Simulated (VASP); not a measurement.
# Si8O15 (a cell with a defect) in VASP: further runs

The runs below take Si8O15 (a cell with a defect) through single point, with PBE.

Everything below comes from runs of VASP 6.6.1. Logs are shortened: lines on timing, memory, paths and dates and some standing lists are left out, and cuts for length are marked.

## 1. The cell of the first run

The cell holds a defect, 23 atoms: a = 5.878 Å, b = 5.878 Å, c = 5.320 Å, α = 90.00°, β = 90.00°, γ = 90.00°.

## 2. Single point, PBE, collinear spin

INCAR

```
SYSTEM = Si8O15
  PREC = Accurate
  ENCUT = 520
  EDIFF = 1E-7
  ISMEAR = 0
  SIGMA = 0.02
  LREAL = Auto
  LASPH = .True.
  NELM = 150
  ALGO = Normal
  ISIF = 2
  LWAVE = .False.
  LCHARG = .True.
  ISPIN = 2
  MAGMOM = 0 0 0 0 0 0 0 0 0 0 0 0 0 0 0 0 0 0 0 0 0 0.05 0
  LORBIT = 11
  GGA = PE
  LELF = .True.
  LVHAR = .True.
  NELECT = 121.0
  NBANDS = 82
```

KPOINTS

```
Automatic mesh
0
Gamma
  2 2 3
  0 0 0
```

POSCAR

```
Si8O15
1.0
   -4.1564000000     -4.1564000000      0.0000000000
    4.1564000000     -4.1564000000      0.0000000000
    0.0000000000      0.0000000000      5.3204000000
Si O
8 15
Direct
    0.5002994178      0.4995206188      0.0122212616
    0.0002444423      0.5039859013      0.2500686039
    0.5002825763      0.4995153258      0.4879499662
    0.0002745164      0.4988930324      0.7500731148
    0.0001779184     -0.0003155375     -0.0010773626
    0.5001609566      0.0025322394      0.2500682280
    0.0001739486     -0.0003115677      0.5012173897
    0.5002094361     -0.0246226302      0.7500659725
    0.1973277355      0.5051602348      0.0012235922
    0.0002377057      0.1953481378      0.2500672882
    0.8030283418      0.5050144356      0.0012314864
    0.0000809595      0.8077395102      0.2500725509
    0.1973284573      0.5051474834      0.4989164349
    0.0002004138      0.1960215571      0.7500740546
    0.8030234097      0.5050013233      0.4989074130
    0.0000429458      0.8045420316      0.7500697316
    0.6922582042     -0.0010444134     -0.0053411398
    0.5001776778      0.6994996872      0.2500827005
    0.3080942643     -0.0012347224     -0.0053807984
    0.5000132326      0.3022709556      0.2500795053
    0.6922574824     -0.0010333462      0.5054836103
    0.5000297132      0.3527551487      0.7500642809
    0.3080937831     -0.0012234145      0.5055230810
```

Potentials or basis: VASP PAW PBE potentials, release 64 (Si, O).

On the command line:

```
cat potpaw_PBE.64/Si/POTCAR potpaw_PBE.64/O/POTCAR > POTCAR
mpirun -np 1 vasp_std > vasp.out
```

OUTCAR:

```text
SYSTEM = Si8O15
   PREC = Accurate
   ENCUT = 520
   EDIFF = 1E-7
   ISMEAR = 0
   LREAL = Auto
   LASPH = .True.
   NELM = 150
   ISIF = 2
   ISPIN = 2
   LORBIT = 11
   GGA = PE
   NELECT = 121.0

 ion  position               nearest neighbor table
   1  0.500  0.500  0.012-  22 1.64  20 1.72  18 1.73  11 1.78   9 1.78   3 2.53   3 2.79   8 3.13

   2  0.000  0.504  0.250-   9 1.76  13 1.76  11 1.76  15 1.76  12 1.79  10 1.81   4 2.66   4 2.66

   3  0.500  0.500  0.488-  22 1.64  20 1.72  18 1.73  15 1.78  13 1.78   1 2.53   1 2.79   8 3.13
[... 12 lines left out ...]
  10  0.000  0.195  0.250-   5 1.76   7 1.76   2 1.81
  11  0.803  0.505  0.001-   2 1.76   4 1.77   1 1.78
  12  0.000  0.808  0.250-   7 1.75   5 1.75   2 1.79
  13  0.197  0.505  0.499-   2 1.76   4 1.77   3 1.78
  14  0.000  0.196  0.750-   5 1.76   7 1.76   4 1.78
  15  0.803  0.505  0.499-   2 1.76   4 1.77   3 1.78
  16  0.000  0.805  0.750-   5 1.75   7 1.75   4 1.80
  17  0.692  0.999  0.995-   8 1.73   6 1.77   5 1.81
  18  0.500  0.699  0.250-   1 1.73   3 1.73   6 1.78
  19  0.308  0.999  0.995-   8 1.73   6 1.77   5 1.81
  20  0.500  0.302  0.250-   1 1.72   3 1.72   6 1.76
  21  0.692  0.999  0.505-   8 1.73   6 1.77   7 1.81
  22  0.500  0.353  0.750-   3 1.64   1 1.64   8 2.22
  23  0.308  0.999  0.506-   8 1.73   6 1.77   7 1.81

  LATTYP: Found a simple tetragonal cell.
 ALAT       =     5.8780372506
 C/A-ratio  =     0.9051320659

  Lattice vectors:

 A1 = (  -4.1564000000,  -4.1564000000,   0.0000000000)
 A2 = (   4.1564000000,  -4.1564000000,   0.0000000000)
 A3 = (   0.0000000000,   0.0000000000,   5.3204000000)

Analysis of symmetry for initial positions (statically):
=====================================================================
 Subroutine PRICEL returns:
 Original cell was already a primitive cell.

 Routine SETGRP: Setting up the symmetry group for a
 simple tetragonal supercell.

 Subroutine GETGRP returns: Found  1 space group operations
 (whereof  1 operations were pure point group operations)
 out of a pool of 16 trial point group operations.

The static configuration has the point symmetry C_1 .

Analysis of symmetry for dynamics (positions and initial velocities):
=====================================================================
 Subroutine PRICEL returns:
 Original cell was already a primitive cell.

 Routine SETGRP: Setting up the symmetry group for a
 simple tetragonal supercell.

 Subroutine GETGRP returns: Found  1 space group operations
 (whereof  1 operations were pure point group operations)
 out of a pool of 16 trial point group operations.

The dynamic configuration has the point symmetry C_1 .

Analysis of structural, dynamic, and magnetic symmetry:
=====================================================================
 Subroutine PRICEL returns:
 Original cell was already a primitive cell.

 Routine SETGRP: Setting up the symmetry group for a
 simple tetragonal supercell.

 Subroutine GETGRP returns: Found  1 space group operations
 (whereof  1 operations were pure point group operations)
 out of a pool of 16 trial point group operations.

The overall configuration has the point symmetry C_1 .

 Subroutine INISYM returns: Found  1 space group operations
 (whereof  1 operations are pure point group operations),
 and found     1 'primitive' translations

----------------------------------------------------------------------------------------

                                     Primitive cell

  volume of cell :     183.8269

  direct lattice vectors                    reciprocal lattice vectors
    -4.156400000 -4.156400000  0.000000000    -0.120296410 -0.120296410  0.000000000
     4.156400000 -4.156400000  0.000000000     0.120296410 -0.120296410  0.000000000
     0.000000000  0.000000000  5.320400000     0.000000000  0.000000000  0.187955793

  length of vectors
     5.878037251  5.878037251  5.320400000     0.170124815  0.170124815  0.187955793

  position of ions in fractional coordinates (direct lattice)
[... 87 lines left out ...]
   number of dos      NEDOS =    301   number of ions     NIONS =     23
   total plane-waves  NPLWV =  92160
   dimension x,y,z NGX =    48 NGY =   48 NGZ =   40
   dimension x,y,z NGXF=    96 NGYF=   96 NGZF=   80
   ions per type =               8  15
   NGX,Y,Z   is equivalent  to a cutoff of  13.58, 13.58, 12.50 a.u.
   NGXF,Y,Z  is equivalent  to a cutoff of  27.15, 27.15, 25.00 a.u.
 SYSTEM =  Si8O15
   PREC   = accura    normal or accurate (medium, high low for compatibility)
   ISTART =      0    job   : 0-new  1-cont  2-samecut
   ICHARG =      2    charge: 1-file 2-atom 10-const
   ISPIN  =      2    spin polarized calculation?
   LNONCOLLINEAR =      F non collinear calculations
   LSORBIT =      F    spin-orbit coupling
   LASPH  =      T    aspherical Exc in radial PAW
   ENCUT  =  520.0 eV  38.22 Ry    6.18 a.u.  10.93 10.93  9.89*2*pi/ulx,y,z
   NELM   =    150;   NELMIN=  2; NELMDL= -5     # of ELM steps
   EDIFF  = 0.1E-06   stopping-criterion for ELM
   LREAL  =      T    real-space projection
   EDIFFG = 0.1E-05   stopping-criterion for IOM
   NSW    =      0    number of steps for IOM
   IBRION =     -1    ionic relax: 0-MD 1-quasi-New 2-CG
   NFREE  =      0    steps in history (QN), initial steepest desc. (CG)
   ISIF   =      2    stress and relaxation
   ISYM   =      2    0-nonsym 1-usesym 2-fastsym
   POTIM  = 0.5000    time-step for ionic-motion
   TEBEG  =    0.0;   TEEND  =   0.0 temperature during run
   PSTRESS=    0.0 pullay stress
   NELECT =     121.0000    total number of electrons
   NUPDOWN=      -1.0000    fix difference up-down
   EMIN   =  10.00;   EMAX   =-10.00  energy-range for DOS
   EFERMI =   0.00;   METHOD = LEGACY
   ISMEAR =     0;   SIGMA  =   0.02  broadening in eV -4-tet -1-fermi 0-gaus
   EFERMI_NEDOS =   21; number of points for ismear=-14 and -15
   IALGO  =     38    algorithm
   IMIX   =      4    mixing-type and parameters
     AMIX     =   0.40;   BMIX     =  1.00
     AMIX_MAG =   1.60;   BMIX_MAG =  1.00
  volume/ion in A,a.u.               =       7.99        53.94
  Fermi-wavevector in a.u.,A,eV,Ry     =   1.424078  2.691116 27.592572  2.027997
  Thomas-Fermi vector in A             =   2.544607
   LORBIT       =     11    0 simple, 1 ext, 2 COOP (PROOUT), +10 PAW based schemes
   GGA     = PE    functional components
   LHFCALC =     F    Hartree Fock is set to
   AEXX    =    0.0000 exact exchange contribution
   IVDW    =     0    specifies the selected vdW correction
   LEPSILON=     F    determine dielectric tensor
   LRPA    =     F    only Hartree local field effects (RPA)
 spin polarized calculation
 Gauss-broadening in eV      SIGMA  =   0.02
  energy-cutoff  :      520.00
  volume of cell :      183.83
 maximum number of plane-waves:      4996
 NGX is ok and might be reduce to    48
   NGX = 21   NGY = 21   NGZ = 19

 number of electron     120.9999964 magnetization      -0.0008116

 number of electron     120.9999964 magnetization       0.0000167

 Free energy of the ion-electron system (eV)
  ---------------------------------------------------
  ext. energy  EPLUGINS =         0.00000000
  ---------------------------------------------------
  free energy    TOTEN  =      -182.60619265 eV

  energy without entropy =     -182.60497675  energy(sigma->0) =     -182.60558470

 E-fermi :   9.4305     XC(G=0): -12.0854

 val. band max:        9.4155859984   @ k =   0.5000   0.0000   0.0000
 cond. band min:       9.4509657467   @ k =   0.0000   0.5000   0.3333
 fundamental gap:      0.0353797483
 Fermi energy:         9.4305035076

 spin component 1

 k-point     1 :       0.0000    0.0000    0.0000
  band No.  band energies     occupation
      1     -14.4784      1.00000
      2     -12.9079      1.00000
      3     -12.7522      1.00000
      4     -11.9685      1.00000
      5     -11.6594      1.00000
      6     -11.4469      1.00000
[... 589 lines left out ...]
     71      17.7355      0.00000
     72      18.2080      0.00000
 Fermi energy:         9.4305035076

 spin component 2

 k-point     1 :       0.0000    0.0000    0.0000
  band No.  band energies     occupation
      1     -14.4784      1.00000
      2     -12.9079      1.00000
      3     -12.7522      1.00000
      4     -11.9685      1.00000
      5     -11.6594      1.00000
      6     -11.4469      1.00000
[... 589 lines left out ...]
     71      17.7355      0.00000
     72      18.2080      0.00000
 [bands above 72 left out]

------------------------ aborting loop because EDIFF is reached ----------------------------------------

  FORCE on cell =-STRESS in cart. coord.  units (eV):
  Direction    XX          YY          ZZ          XY          YZ          ZX
  --------------------------------------------------------------------------------------
  -------------------------------------------------------------------------------------
  Total        1.5242227      1.4798630      8.4553175     -0.1612107      0.0035512     -0.0032974
  in kB       13.2846477     12.8980232     73.6939016     -1.4050619      0.0309510     -0.0287390
  external PRESSURE =      33.2921908 kB  Pullay stress =       0.0000000 kB

 VOLUME and BASIS-vectors are now :
 -----------------------------------------------------------------------------
  energy-cutoff  :      520.00
  volume of cell :      183.83
      direct lattice vectors                 reciprocal lattice vectors
    -4.156400000 -4.156400000  0.000000000    -0.120296410 -0.120296410  0.000000000
     4.156400000 -4.156400000  0.000000000     0.120296410 -0.120296410  0.000000000
     0.000000000  0.000000000  5.320400000     0.000000000  0.000000000  0.187955793

 POSITION                                       TOTAL-FORCE (eV/Angst)
 -----------------------------------------------------------------------------------
     -0.00324     -4.15565      0.06502        -0.063748      0.081834     -0.325529
      2.09375     -2.09578      1.33047         0.144302     -0.137723      0.000524
     -0.00319     -4.15556      2.59609        -0.063535      0.078614      0.320181
      2.07246     -2.07474      3.99069         0.108862     -0.097782     -0.001136
      4.15435     -4.15583      5.31467         0.067042     -0.066060     -0.021373
     -2.06834     -2.08939      1.33046        -0.055259      0.057155      0.000109
[... 15 lines left out ...]
     -0.61213     -3.54452      3.99064        -1.447800      1.437346      0.005565
      2.87075     -5.43188      2.68959        -0.016004      0.096611     -0.027848
 -----------------------------------------------------------------------------------
    total drift:                                0.004875     -0.002174      0.000624

  FREE ENERGIE OF THE ION-ELECTRON SYSTEM (eV)
  ---------------------------------------------------
  free  energy   TOTEN  =      -182.6061926520 eV

  energy  without entropy=     -182.6049767546  energy(sigma->0) =     -182.60558470

 total charge

# of ion       s       p       d       tot
------------------------------------------
    1        0.611   0.899   0.000   1.511
    2        0.587   0.874   0.000   1.461
    3        0.611   0.899   0.000   1.511
    4        0.580   0.863   0.000   1.443
    5        0.585   0.872   0.000   1.457
    6        0.584   0.875   0.000   1.458
[... 15 lines left out ...]
   22        1.565   3.690   0.000   5.255
   23        1.555   3.666   0.000   5.221
--------------------------------------------------
tot         28.059  62.247   0.000  90.305

 magnetization (x)

# of ion       s       p       d       tot
------------------------------------------
    1        0.000  -0.000   0.000   0.000
    2       -0.000  -0.000   0.000  -0.000
    3        0.000  -0.000   0.000   0.000
    4       -0.000  -0.000   0.000  -0.000
    5       -0.000  -0.000   0.000  -0.000
    6        0.000   0.000   0.000   0.000
[... 15 lines left out ...]
   22       -0.000  -0.000   0.000  -0.000
   23       -0.000  -0.000   0.000  -0.000
--------------------------------------------------
tot         -0.000  -0.000   0.000  -0.000
```

It took 4.6 min on 1 thread of AMD EPYC 9R45 (Zen 5), shared host; peak memory 0.4 GiB.

What came out:

```yaml
Free_energy: -182.6062 eV
Largest_force: 2.040 eV/Å
Net_moment: 0.00 μB per cell
Valence_electrons_inside_the_program's_atomic_spheres: Si 1.51, 1.46, 1.44 (each value once); O 5.23, 5.22, 5.25, 5.24, 5.28 (each value once)
```

Forces in eV/Å, atoms in the order of the input:
```
Si  -0.064  0.082 -0.326
Si   0.144 -0.138  0.001
Si  -0.064  0.079  0.320
Si   0.109 -0.098 -0.001
Si   0.067 -0.066 -0.021
Si  -0.055  0.057  0.000
Si   0.067 -0.066  0.021
Si   0.651 -0.647  0.001
O    0.093 -0.166 -0.139
O    0.130 -0.130  0.001
O    0.162 -0.099 -0.139
O    0.061 -0.064  0.001
O    0.095 -0.166  0.139
O    0.090 -0.094 -0.001
O    0.161 -0.100  0.140
O    0.074 -0.079  0.000
O   -0.096  0.019  0.026
O   -0.050  0.041  0.000
O   -0.016  0.096  0.028
O    0.002 -0.013 -0.001
O   -0.097  0.019 -0.026
O   -1.448  1.437  0.006
O   -0.016  0.097 -0.028
```

Caveat: the k points lie up to 0.53 Å⁻¹ apart; the cell carries a net charge on a neutralising background, which shifts energy and pressure; the cell is charged against a uniform background, so pressure and absolute levels hang on convention.

(Part 1 of 2 ends here.)
